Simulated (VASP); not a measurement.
# Mg in VASP: further runs, part 2 of 2

VASP 6.6.1. The steps go on from the part before.

## 4. Single point, PBE

The input, INCAR:

```
SYSTEM = Mg
  PREC = Accurate
  ENCUT = 520
  EDIFF = 1E-7
  ISMEAR = 0
  SIGMA = 0.1
  LREAL = .FALSE.
  LASPH = .TRUE.
  NELM = 100
  ALGO = Fast
  ISIF = 2
  LWAVE = .FALSE.
  LCHARG = .FALSE.
  GGA = PE
  NBANDS = 9
  ISYM = 0
```

The input, KPOINTS:

```
Automatic mesh
0
G
  7 7 22
  0 0 0
```

The input, POSCAR:

```
Mg
1.0
    5.4423086079      0.0000000000      0.0000000000
    0.0000000000      5.4423011279      0.0090231156
    0.0000000000     -2.7185457570      1.5786698597
Mg
2
Direct
    0.2500000000      0.3321268474     -0.0013633211
    0.7500000000      0.6678731526      0.0013633211
```

Potentials or basis: VASP PAW PBE potentials, release 64 (Mg).

The run is started by

```
> cat potpaw_PBE.64/Mg/POTCAR > POTCAR
> mpirun -np 1 vasp_std > vasp.out
```

OUTCAR:

```text
SYSTEM = Mg
   PREC = Accurate
   ENCUT = 520
   EDIFF = 1E-7
   ISMEAR = 0
   LREAL = .FALSE.
   LASPH = .TRUE.
   NELM = 100
   ISIF = 2
   GGA = PE
   ISYM = 0

 ion  position               nearest neighbor table
   1  0.250  0.332  0.999-   2 3.27   2 3.27   2 3.27   2 3.27   2 3.28   2 3.28
   2  0.750  0.668  0.001-   1 3.27   1 3.27   1 3.27   1 3.27   1 3.28   1 3.28

IMPORTANT INFORMATION: All symmetrisations will be switched off!
NOSYMM: (Re-)initialisation of all symmetry stuff for point group C_1.

----------------------------------------------------------------------------------------

                                     Primitive cell

  volume of cell :      46.8916

  direct lattice vectors                    reciprocal lattice vectors
     5.442308608  0.000000000  0.000000000     0.183745552  0.000000000  0.000000000
     0.000000000  5.442301128  0.009023116     0.000000000  0.183222688  0.315518319
     0.000000000 -2.718545757  1.578669860     0.000000000 -0.001047236  0.631641274

  length of vectors
     5.442308608  5.442308608  3.143674531     0.183745552  0.364859375  0.631642142

  position of ions in fractional coordinates (direct lattice)
     0.250000000  0.332126847  0.998636679
     0.750000000  0.667873153  0.001363321

  ion indices of the primitive-cell ions
   primitive index   ion index
                 1           1
                 2           2

----------------------------------------------------------------------------------------

 KPOINTS: Automatic mesh

Automatic generation of k-mesh.
 Grid dimensions read from file:
 generate k-points for:    7    7   22

 Generating k-lattice:

  Cartesian coordinates                     Fractional coordinates (reciprocal lattice)
     0.026249365  0.000000000  0.000000000     0.142857143  0.000000000  0.000000000
     0.000000000  0.026174670  0.045074046     0.000000000  0.142857143 -0.000000000
     0.000000000 -0.000047602  0.028710967     0.000000000  0.000000000  0.045454545

  Length of vectors
     0.026249365  0.052122768  0.028711006

  Shift w.r.t. Gamma in fractional coordinates (k-lattice)
     0.000000000  0.000000000  0.000000000

 Subroutine IBZKPT returns following result:
 ===========================================

 Found    540 irreducible k-points:

 Following reciprocal coordinates:
            Coordinates               Weight
  0.000000  0.000000  0.000000      1.000000
  0.142857  0.000000  0.000000      2.000000
  0.285714  0.000000  0.000000      2.000000
  0.428571  0.000000  0.000000      2.000000
  0.000000  0.142857 -0.000000      2.000000
  0.142857  0.142857 -0.000000      2.000000
[... 16 lines left out ...]
  0.285714 -0.428571 -0.000000      2.000000
  0.428571  0.428571  0.000000      2.000000
 [... further k-points ...]
   k-points           NKPTS =    540   k-points in BZ     NKDIM =    540   number of bands    NBANDS=      9
   number of dos      NEDOS =    301   number of ions     NIONS =      2
   total plane-waves  NPLWV =  38400
   dimension x,y,z NGX =    40 NGY =   40 NGZ =   24
   dimension x,y,z NGXF=    80 NGYF=   80 NGZF=   48
   ions per type =               2
   NGX,Y,Z   is equivalent  to a cutoff of  12.22, 12.22, 12.69 a.u.
   NGXF,Y,Z  is equivalent  to a cutoff of  24.44, 24.44, 25.38 a.u.
 SYSTEM =  Mg
   PREC   = accura    normal or accurate (medium, high low for compatibility)
   ISTART =      0    job   : 0-new  1-cont  2-samecut
   ICHARG =      2    charge: 1-file 2-atom 10-const
   ISPIN  =      1    spin polarized calculation?
   LNONCOLLINEAR =      F non collinear calculations
   LSORBIT =      F    spin-orbit coupling
   LASPH  =      T    aspherical Exc in radial PAW
   ENCUT  =  520.0 eV  38.22 Ry    6.18 a.u.  10.12 10.12  5.85*2*pi/ulx,y,z
   NELM   =    100;   NELMIN=  2; NELMDL= -5     # of ELM steps
   EDIFF  = 0.1E-06   stopping-criterion for ELM
   LREAL  =      F    real-space projection
   EDIFFG = 0.1E-05   stopping-criterion for IOM
   NSW    =      0    number of steps for IOM
   IBRION =     -1    ionic relax: 0-MD 1-quasi-New 2-CG
   NFREE  =      0    steps in history (QN), initial steepest desc. (CG)
   ISIF   =      2    stress and relaxation
   ISYM   =      0    0-nonsym 1-usesym 2-fastsym
   POTIM  = 0.5000    time-step for ionic-motion
   TEBEG  =    0.0;   TEEND  =   0.0 temperature during run
   PSTRESS=    0.0 pullay stress
   NELECT =       4.0000    total number of electrons
   NUPDOWN=      -1.0000    fix difference up-down
   EMIN   =  10.00;   EMAX   =-10.00  energy-range for DOS
   EFERMI =   0.00;   METHOD = LEGACY
   ISMEAR =     0;   SIGMA  =   0.10  broadening in eV -4-tet -1-fermi 0-gaus
   EFERMI_NEDOS =   21; number of points for ismear=-14 and -15
   IALGO  =     68    algorithm
   IMIX   =      4    mixing-type and parameters
     AMIX     =   0.40;   BMIX     =  1.00
     AMIX_MAG =   1.60;   BMIX_MAG =  1.00
  volume/ion in A,a.u.               =      23.45       158.22
  Fermi-wavevector in a.u.,A,eV,Ry     =   0.720659  1.361848  7.066175  0.519349
  Thomas-Fermi vector in A             =   1.810168
   LORBIT       =      0    0 simple, 1 ext, 2 COOP (PROOUT), +10 PAW based schemes
   GGA     = PE    functional components
   LHFCALC =     F    Hartree Fock is set to
   AEXX    =    0.0000 exact exchange contribution
   IVDW    =     0    specifies the selected vdW correction
   LEPSILON=     F    determine dielectric tensor
   LRPA    =     F    only Hartree local field effects (RPA)
 non-spin polarized calculation
 RMM-DIIS sequential band-by-band and
 Gauss-broadening in eV      SIGMA  =   0.10
  energy-cutoff  :      520.00
  volume of cell :       46.89
 maximum number of plane-waves:      1278
   NGX = 21   NGY = 21   NGZ = 11

 number of electron       4.0000000 magnetization

 Free energy of the ion-electron system (eV)
  ---------------------------------------------------
  ext. energy  EPLUGINS =         0.00000000
  ---------------------------------------------------
  free energy    TOTEN  =        -2.99432924 eV

  energy without entropy =       -2.99027854  energy(sigma->0) =       -2.99230389

 E-fermi :   2.5149     XC(G=0):  -8.4249

 val. band max:        2.5071920398   @ k =   0.4286  -0.2857   0.4091
 cond. band min:       2.5180763658   @ k =   0.0000  -0.0000   0.3182
 fundamental gap:      0.0108843259
 Fermi energy:         2.5149057430

 k-point     1 :       0.0000    0.0000    0.0000
  band No.  band energies     occupation
      1      -4.3174      2.00000
      2       0.5929      2.00000
      3       0.7303      2.00000
      4      13.5944      0.00000
      5      13.8843      0.00000
      6      14.0763      0.00000
      7      14.1177      0.00000
      8      14.2806      0.00000
      9      15.1177      0.00000

 k-point     2 :       0.1429    0.0000    0.0000
  band No.  band energies     occupation
      1      -4.2135      2.00000
      2      -0.6397      2.00000
      3       2.1459      2.00000
      4      11.9642      0.00000
      5      13.9635      0.00000
      6      14.1552      0.00000
      7      14.1821      0.00000
      8      14.3441      0.00000
      9      16.0454      0.00000

 k-point     3 :       0.2857    0.0000    0.0000
  band No.  band energies     occupation
      1      -3.9023      2.00000
      2      -1.7499      2.00000
      3       3.8046      0.00000
      4       9.7558      0.00000
      5      14.1878      0.00000
      6      14.3629      0.00000
      7      14.3785      0.00000
      8      14.5269      0.00000
      9      16.4493      0.00000
[... 229 lines left out ...]
 k-point    23 :       0.2857   -0.4286   -0.0000
  band No.  band energies     occupation
      1      -0.3003      2.00000
      2       1.6668      2.00000
      3       2.5924      0.27285
      4       4.5105      0.00000
      5       7.2497      0.00000
      6       9.5893      0.00000
      7      10.4329      0.00000
      8      11.6124      0.00000
      9      12.2721      0.00000

 k-point    24 :       0.4286    0.4286    0.0000
  band No.  band energies     occupation
      1       0.1925      2.00000
      2       0.8688      2.00000
      3       2.9959      0.00000
      4       3.6572      0.00000
      5       8.9339      0.00000
      6      10.4398      0.00000
      7      10.8694      0.00000
      8      11.3543      0.00000
      9      11.4823      0.00000

 [... further k-points ...]

------------------------ aborting loop because EDIFF is reached ----------------------------------------

  FORCE on cell =-STRESS in cart. coord.  units (eV):
  Direction    XX          YY          ZZ          XY          YZ          ZX
  --------------------------------------------------------------------------------------
  -------------------------------------------------------------------------------------
  Total       -0.6626485      0.1068893     -0.0351103      0.0000000      0.0008042     -0.0000000
  in kB      -22.6411558      3.6521580     -1.1996378      0.0000001      0.0274762     -0.0000001
  external PRESSURE =      -6.7295452 kB  Pullay stress =       0.0000000 kB

 VOLUME and BASIS-vectors are now :
 -----------------------------------------------------------------------------
  energy-cutoff  :      520.00
  volume of cell :       46.89
      direct lattice vectors                 reciprocal lattice vectors
     5.442308608  0.000000000  0.000000000     0.183745552  0.000000000  0.000000000
     0.000000000  5.442301128  0.009023116     0.000000000  0.183222688  0.315518319
     0.000000000 -2.718545757  1.578669860     0.000000000 -0.001047236  0.631641274

 POSITION                                       TOTAL-FORCE (eV/Angst)
 -----------------------------------------------------------------------------------
      1.36058     -0.90731      1.57951         0.000000     -0.000079      0.000141
      4.08173      3.63106      0.00818        -0.000000      0.000079     -0.000141
 -----------------------------------------------------------------------------------
    total drift:                               -0.000000     -0.000000      0.000000

  FREE ENERGIE OF THE ION-ELECTRON SYSTEM (eV)
  ---------------------------------------------------
  free  energy   TOTEN  =        -2.9943292354 eV

  energy  without entropy=       -2.9902785412  energy(sigma->0) =       -2.99230389
```

stdout:

```text
POSCAR found type information on POSCAR Mg
 POSCAR found :  1 types and       2 ions
 scaLAPACK will be used
 LDA part: xc-table for (Slater+PW92), standard interpolation
 POSCAR, INCAR and KPOINTS ok, starting setup
 FFT: planning ... GRIDC
 FFT: planning ... GRID_SOFT
 FFT: planning ... GRID
 WAVECAR not read
 entering main loop
```

Wall time 77 s (1 thread of Intel Xeon 6975P-C (Granite Rapids), shared host); peak memory 0.35 GiB.

What came out:

| Item | Value |
| --- | --- |
| Free energy | -2.9943 eV |
| Pressure | -0.7 GPa |
| Band gap on the k mesh | zero (band 2 reaches 3.52 eV, above the bottom of band 3 at 0.73 eV) |
